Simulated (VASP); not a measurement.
# BaFeO3 (Pm-3m) in VASP: single point with LDA+U

Aim: the single point of BaFeO3 with LDA+U.

Everything below comes from runs of VASP 6.6.1. Logs are shortened: lines on timing, memory, paths and dates and some standing lists are left out, and cuts for length are marked.

## 1. The cell of the first run

It takes space group Pm-3m (No. 221, cubic). Conventional cell: a = 4.020 Å, b = 4.020 Å, c = 4.020 Å, α = 90.00°, β = 90.00°, γ = 90.00°. Ba (site symmetry m-3m) has 12 O at 2.84 Å and 8 Fe at 3.48 Å within 3.7 Å. Fe (site symmetry m-3m) has 6 O at 2.01 Å within 2.7 Å. O (site symmetry 4/mmm) has 2 Fe at 2.01 Å within 2.7 Å.

## 2. Single point, LDA+U, collinear spin, ferromagnetic start

The input, INCAR:

```
SYSTEM = BaFeO3
ALGO = Normal
EDIFF = 1E-6
ENCUT = 700
GGA = CA
GGA_COMPAT = .FALSE.
ISIF = 2
ISMEAR = 0
ISPIN = 2
LASPH = .TRUE.
LCHARG = .TRUE.
LDAU = .TRUE.
LDAUJ = 0 0 0
LDAUL = -1 2 -1
LDAUPRINT = 1
LDAUTYPE = 2
LDAUU = 0 3 0
LELF = .TRUE.
LMAXMIX = 4
LORBIT = 11
LREAL = .FALSE.
LVHAR = .TRUE.
LWAVE = .FALSE.
MAGMOM = 0 4 0 0 0
NBANDS = 34
NELM = 200
PREC = Accurate
SIGMA = 0.05
```

The input, KPOINTS:

```
k-points
0
G
  5 5 5
  0 0 0
```

The input, POSCAR:

```
BaFeO3
1.0
    4.0199998300      0.0000000000      0.0000000000
    0.0000000000      4.0199998300      0.0000000000
    0.0000000000      0.0000000000      4.0199998300
Ba Fe O
1 1 3
Direct
    0.0000000000      0.0000000000      0.0000000000
    0.5000000000      0.5000000000      0.5000000000
    0.5000000000      0.5000000000      0.0000000000
    0.0000000000      0.5000000000      0.5000000000
    0.5000000000      0.0000000000      0.5000000000
```

Potentials or basis: VASP PAW LDA potentials, release 64 (Ba_sv, Fe_sv, O).

Run with:

```console
cat potpaw_LDA.64/Ba_sv/POTCAR potpaw_LDA.64/Fe_sv/POTCAR potpaw_LDA.64/O/POTCAR > POTCAR
mpirun -np 1 vasp_std > vasp.out
```

OUTCAR:

```text
SYSTEM = BaFeO3
   EDIFF = 1E-6
   ENCUT = 700
   GGA = CA
   ISIF = 2
   ISMEAR = 0
   ISPIN = 2
   LASPH = .TRUE.
   LORBIT = 11
   LREAL = .FALSE.
   NELM = 200
   PREC = Accurate

 ion  position               nearest neighbor table
   1  0.000  0.000  0.000-   3 2.84   4 2.84   5 2.84   4 2.84   5 2.84   3 2.84   4 2.84   4 2.84
                             3 2.84   5 2.84   5 2.84   3 2.84   2 3.48   2 3.48   2 3.48   2 3.48
   2  0.500  0.500  0.500-   3 2.01   4 2.01   5 2.01   3 2.01   5 2.01   4 2.01   1 3.48   1 3.48
                             1 3.48   1 3.48   1 3.48   1 3.48   1 3.48   1 3.48
   3  0.500  0.500  0.000-   2 2.01   2 2.01   1 2.84   1 2.84   1 2.84   1 2.84
   4  0.000  0.500  0.500-   2 2.01   2 2.01   1 2.84   1 2.84   1 2.84   1 2.84
   5  0.500  0.000  0.500-   2 2.01   2 2.01   1 2.84   1 2.84   1 2.84   1 2.84

  LATTYP: Found a simple cubic cell.
 ALAT       =     4.0199998300

  Lattice vectors:

 A1 = (   4.0199998300,   0.0000000000,   0.0000000000)
 A2 = (   0.0000000000,   4.0199998300,   0.0000000000)
 A3 = (   0.0000000000,   0.0000000000,   4.0199998300)

Analysis of symmetry for initial positions (statically):
=====================================================================
 Subroutine PRICEL returns:
 Original cell was already a primitive cell.

 Routine SETGRP: Setting up the symmetry group for a
 simple cubic supercell.

 Subroutine GETGRP returns: Found 48 space group operations
 (whereof 48 operations were pure point group operations)
 out of a pool of 48 trial point group operations.

The static configuration has the point symmetry O_h .

Analysis of symmetry for dynamics (positions and initial velocities):
=====================================================================
 Subroutine PRICEL returns:
 Original cell was already a primitive cell.

 Routine SETGRP: Setting up the symmetry group for a
 simple cubic supercell.

 Subroutine GETGRP returns: Found 48 space group operations
 (whereof 48 operations were pure point group operations)
 out of a pool of 48 trial point group operations.

The dynamic configuration has the point symmetry O_h .

Analysis of structural, dynamic, and magnetic symmetry:
=====================================================================
 Subroutine PRICEL returns:
 Original cell was already a primitive cell.

 Routine SETGRP: Setting up the symmetry group for a
 simple cubic supercell.

 Subroutine GETGRP returns: Found 48 space group operations
 (whereof 48 operations were pure point group operations)
 out of a pool of 48 trial point group operations.

The overall configuration has the point symmetry O_h .

 Subroutine INISYM returns: Found 48 space group operations
 (whereof 48 operations are pure point group operations),
 and found     1 'primitive' translations

----------------------------------------------------------------------------------------

                                     Primitive cell

  volume of cell :      64.9648

  direct lattice vectors                    reciprocal lattice vectors
     4.019999830  0.000000000  0.000000000     0.248756229  0.000000000  0.000000000
     0.000000000  4.019999830  0.000000000     0.000000000  0.248756229  0.000000000
     0.000000000  0.000000000  4.019999830     0.000000000  0.000000000  0.248756229

  length of vectors
     4.019999830  4.019999830  4.019999830     0.248756229  0.248756229  0.248756229

  position of ions in fractional coordinates (direct lattice)
     0.000000000  0.000000000  0.000000000
     0.500000000  0.500000000  0.500000000
     0.500000000  0.500000000  0.000000000
     0.000000000  0.500000000  0.500000000
     0.500000000  0.000000000  0.500000000

  ion indices of the primitive-cell ions
   primitive index   ion index
                 1           1
                 2           2
                 3           3
                 4           4
                 5           5

----------------------------------------------------------------------------------------

 KPOINTS: k-points

Automatic generation of k-mesh.
 Grid dimensions read from file:
 generate k-points for:    5    5    5

 Generating k-lattice:

  Cartesian coordinates                     Fractional coordinates (reciprocal lattice)
     0.049751246  0.000000000  0.000000000     0.200000000  0.000000000  0.000000000
     0.000000000  0.049751246  0.000000000     0.000000000  0.200000000  0.000000000
     0.000000000  0.000000000  0.049751246     0.000000000  0.000000000  0.200000000
[... 36 lines left out ...]
   ISPIN  =      2    spin polarized calculation?
   LNONCOLLINEAR =      F non collinear calculations
   LSORBIT =      F    spin-orbit coupling
   LASPH  =      T    aspherical Exc in radial PAW
   ENCUT  =  700.0 eV  51.45 Ry    7.17 a.u.   8.67  8.67  8.67*2*pi/ulx,y,z
   NELM   =    200;   NELMIN=  2; NELMDL= -5     # of ELM steps
   EDIFF  = 0.1E-05   stopping-criterion for ELM
   LREAL  =      F    real-space projection
   EDIFFG = 0.1E-04   stopping-criterion for IOM
   NSW    =      0    number of steps for IOM
   IBRION =     -1    ionic relax: 0-MD 1-quasi-New 2-CG
   NFREE  =      0    steps in history (QN), initial steepest desc. (CG)
   ISIF   =      2    stress and relaxation
   ISYM   =      2    0-nonsym 1-usesym 2-fastsym
   POTIM  = 0.5000    time-step for ionic-motion
   TEBEG  =    0.0;   TEEND  =   0.0 temperature during run
   PSTRESS=    0.0 pullay stress
   NELECT =      44.0000    total number of electrons
   NUPDOWN=      -1.0000    fix difference up-down
   EMIN   =  10.00;   EMAX   =-10.00  energy-range for DOS
   EFERMI =   0.00;   METHOD = LEGACY
   ISMEAR =     0;   SIGMA  =   0.05  broadening in eV -4-tet -1-fermi 0-gaus
   EFERMI_NEDOS =   21; number of points for ismear=-14 and -15
   IALGO  =     38    algorithm
   IMIX   =      4    mixing-type and parameters
     AMIX     =   0.40;   BMIX     =  1.00
     AMIX_MAG =   1.60;   BMIX_MAG =  1.00
  volume/ion in A,a.u.               =      12.99        87.68
  Fermi-wavevector in a.u.,A,eV,Ry     =   1.437694  2.716847 28.122739  2.066963
  Thomas-Fermi vector in A             =   2.556743
   LORBIT       =     11    0 simple, 1 ext, 2 COOP (PROOUT), +10 PAW based schemes
 LDA+U is selected, type is set to LDAUTYPE =  2
   angular momentum for each species LDAUL =    -1    2   -1
   U (eV)           for each species LDAUU =   0.0  3.0  0.0
   J (eV)           for each species LDAUJ =   0.0  0.0  0.0
   GGA     = CA    functional components
   LHFCALC =     F    Hartree Fock is set to
   AEXX    =    0.0000 exact exchange contribution
   IVDW    =     0    specifies the selected vdW correction
   LEPSILON=     F    determine dielectric tensor
   LRPA    =     F    only Hartree local field effects (RPA)
 spin polarized calculation
 Gauss-broadening in eV      SIGMA  =   0.05
  energy-cutoff  :      700.00
  volume of cell :       64.96
 maximum number of plane-waves:      2777
 NGX is ok and might be reduce to    36
   NGX = 17   NGY = 17   NGZ = 17

atom =   2  type =  2  l = 2

 onsite density matrix

spin component  1

  0.9178  0.0000  0.0000 -0.0000  0.0000
  0.0000  0.9178  0.0000 -0.0000  0.0000
  0.0000  0.0000  0.8073  0.0000  0.0000
 -0.0000 -0.0000  0.0000  0.9178 -0.0000
  0.0000  0.0000  0.0000 -0.0000  0.8073

spin component  2

  0.1471 -0.0000  0.0000  0.0000 -0.0000
 -0.0000  0.1471  0.0000  0.0000 -0.0000
  0.0000  0.0000  0.2148 -0.0000 -0.0000
  0.0000  0.0000 -0.0000  0.1471  0.0000
 -0.0000 -0.0000 -0.0000  0.0000  0.2148

 occupancies and eigenvectors

  o =  0.1471  v =  0.0000  0.0000  0.0000  0.0000  0.0000  0.0000  0.9993 -0.0000 -0.0364 -0.0000      0.0000  0.0000  0.0000  0.0000  0.0000  0.0000  0.0000  0.0000  0.0000  0.0000
  o =  0.1471  v =  0.0000  0.0000  0.0000  0.0000  0.0000  0.0000 -0.0364  0.0000 -0.9993  0.0000      0.0000  0.0000  0.0000  0.0000  0.0000  0.0000  0.0000  0.0000  0.0000  0.0000
  o =  0.1471  v =  0.0000  0.0000  0.0000  0.0000  0.0000  1.0000  0.0000  0.0000  0.0000  0.0000      0.0000  0.0000  0.0000  0.0000  0.0000  0.0000  0.0000  0.0000  0.0000  0.0000
  o =  0.2148  v =  0.0000  0.0000  0.0000  0.0000  0.0000  0.0000 -0.0000 -0.9967 -0.0000 -0.0816      0.0000  0.0000  0.0000  0.0000  0.0000  0.0000  0.0000  0.0000  0.0000  0.0000
  o =  0.2148  v =  0.0000  0.0000  0.0000  0.0000  0.0000  0.0000 -0.0000  0.0816 -0.0000 -0.9967      0.0000  0.0000  0.0000  0.0000  0.0000  0.0000  0.0000  0.0000  0.0000  0.0000
  o =  0.8073  v =  0.0000  0.0000  0.1284 -0.0000 -0.9917  0.0000  0.0000  0.0000  0.0000  0.0000      0.0000  0.0000  0.0000  0.0000  0.0000  0.0000  0.0000  0.0000  0.0000  0.0000
  o =  0.8073  v =  0.0000  0.0000  0.9917 -0.0000  0.1284  0.0000  0.0000  0.0000  0.0000  0.0000      0.0000  0.0000  0.0000  0.0000  0.0000  0.0000  0.0000  0.0000  0.0000  0.0000
  o =  0.9178  v =  1.0000  0.0000  0.0000  0.0000  0.0000  0.0000  0.0000  0.0000  0.0000  0.0000      0.0000  0.0000  0.0000  0.0000  0.0000  0.0000  0.0000  0.0000  0.0000  0.0000
  o =  0.9178  v =  0.0000  0.5602 -0.0000  0.8284  0.0000  0.0000  0.0000  0.0000  0.0000  0.0000      0.0000  0.0000  0.0000  0.0000  0.0000  0.0000  0.0000  0.0000  0.0000  0.0000
  o =  0.9178  v =  0.0000 -0.8284  0.0000  0.5602 -0.0000  0.0000  0.0000  0.0000  0.0000  0.0000      0.0000  0.0000  0.0000  0.0000  0.0000  0.0000  0.0000  0.0000  0.0000  0.0000

 number of electron      44.0000012 magnetization       4.0058676

 Free energy of the ion-electron system (eV)
  ---------------------------------------------------
  ext. energy  EPLUGINS =         0.00000000
  ---------------------------------------------------
  free energy    TOTEN  =       -36.15358855 eV

  energy without entropy =      -36.15149803  energy(sigma->0) =      -36.15254329

 E-fermi :   3.3290     XC(G=0): -11.6833

 val. band max:        3.2747412239   @ k =   0.4000   0.4000   0.4000
 cond. band min:       3.3528735263   @ k =   0.2000   0.2000   0.2000
 fundamental gap:      0.0781323023
 Fermi energy:         3.3289784513

 spin component 1

 k-point     1 :       0.0000    0.0000    0.0000
  band No.  band energies     occupation
      1     -86.2453      1.00000
      2     -52.7192      1.00000
      3     -52.7192      1.00000
      4     -52.7192      1.00000
      5     -21.2601      1.00000
      6     -13.7225      1.00000
[... 359 lines left out ...]
     33      16.8764      0.00000
     34      18.0200      0.00000
 Fermi energy:         3.3289784513

 spin component 2

 k-point     1 :       0.0000    0.0000    0.0000
  band No.  band energies     occupation
      1     -82.2251      1.00000
      2     -48.8292      1.00000
      3     -48.8292      1.00000
      4     -48.8292      1.00000
      5     -21.2482      1.00000
      6     -13.5380      1.00000
[... 359 lines left out ...]
     33      17.2975      0.00000
     34      18.4264      0.00000

------------------------ aborting loop because EDIFF is reached ----------------------------------------

  FORCE on cell =-STRESS in cart. coord.  units (eV):
  Direction    XX          YY          ZZ          XY          YZ          ZX
  --------------------------------------------------------------------------------------
  -------------------------------------------------------------------------------------
  Total       -5.4287121     -5.4287121     -5.4287121      0.0000000     -0.0000000      0.0000000
  in kB     -133.8841875   -133.8841875   -133.8841875      0.0000000     -0.0000000      0.0000000
  external PRESSURE =    -133.8841875 kB  Pullay stress =       0.0000000 kB

 VOLUME and BASIS-vectors are now :
 -----------------------------------------------------------------------------
  energy-cutoff  :      700.00
  volume of cell :       64.96
      direct lattice vectors                 reciprocal lattice vectors
     4.019999830  0.000000000  0.000000000     0.248756229  0.000000000  0.000000000
     0.000000000  4.019999830  0.000000000     0.000000000  0.248756229  0.000000000
     0.000000000  0.000000000  4.019999830     0.000000000  0.000000000  0.248756229

 POSITION                                       TOTAL-FORCE (eV/Angst)
 -----------------------------------------------------------------------------------
      0.00000      0.00000      0.00000         0.000000      0.000000      0.000000
      2.01000      2.01000      2.01000         0.000000      0.000000      0.000000
      2.01000      2.01000      0.00000         0.000000      0.000000      0.000000
      0.00000      2.01000      2.01000         0.000000      0.000000      0.000000
      2.01000      0.00000      2.01000         0.000000      0.000000      0.000000
 -----------------------------------------------------------------------------------
    total drift:                                0.000000      0.000000      0.000000

  FREE ENERGIE OF THE ION-ELECTRON SYSTEM (eV)
  ---------------------------------------------------
  free  energy   TOTEN  =       -36.1535885456 eV

  energy  without entropy=      -36.1514980321  energy(sigma->0) =      -36.15254329

 total charge

# of ion       s       p       d       tot
------------------------------------------
    1        2.003   5.628   0.317   7.948
    2        2.145   6.040   5.216  13.401
    3        1.551   3.369   0.000   4.921
    4        1.551   3.369   0.000   4.921
    5        1.551   3.369   0.000   4.921
--------------------------------------------------
tot          8.802  21.776   5.533  36.111

 magnetization (x)

# of ion       s       p       d       tot
------------------------------------------
    1        0.002   0.004   0.008   0.013
    2        0.015   0.012   3.491   3.519
    3        0.011   0.073   0.000   0.084
    4        0.011   0.073   0.000   0.084
    5        0.011   0.073   0.000   0.084
--------------------------------------------------
tot          0.049   0.235   3.499   3.783
```

Run time: 60 s. Hardware: 1 thread of Intel Xeon Platinum 8259CL at 2.50GHz (Skylake/Cascade Lake), shared host; peak memory 0.22 GiB.

What came out:

| Item | Value |
| --- | --- |
| Free energy | -36.1536 eV |
| Pressure | -13.4 GPa |
| Band gap on the k mesh | zero (filled and empty bands overlap) |
| Net moment | 4.01 μB per cell |
| Site moments | Ba +0.01; Fe +3.52; O +0.08 μB |
| Valence electrons inside the program's atomic spheres | Ba 7.95; Fe 13.40; O 4.92 |

Eigenvalues of the final occupation matrices:
```
    site  spin  trace               eigenvalues
site 2 d     1   4.37  0.81 0.81 0.92 0.92 0.92
site 2 d     2   0.87  0.15 0.15 0.15 0.21 0.21
```

Caveat: the cell stands under tension; spin-orbit coupling is left out, which moves the levels of the heavy elements; a cell with one magnetic atom can't hold antiferromagnetic order, which such compounds often take.

The gap in the log of VASP goes by the Fermi energy; the results here count the filled bands.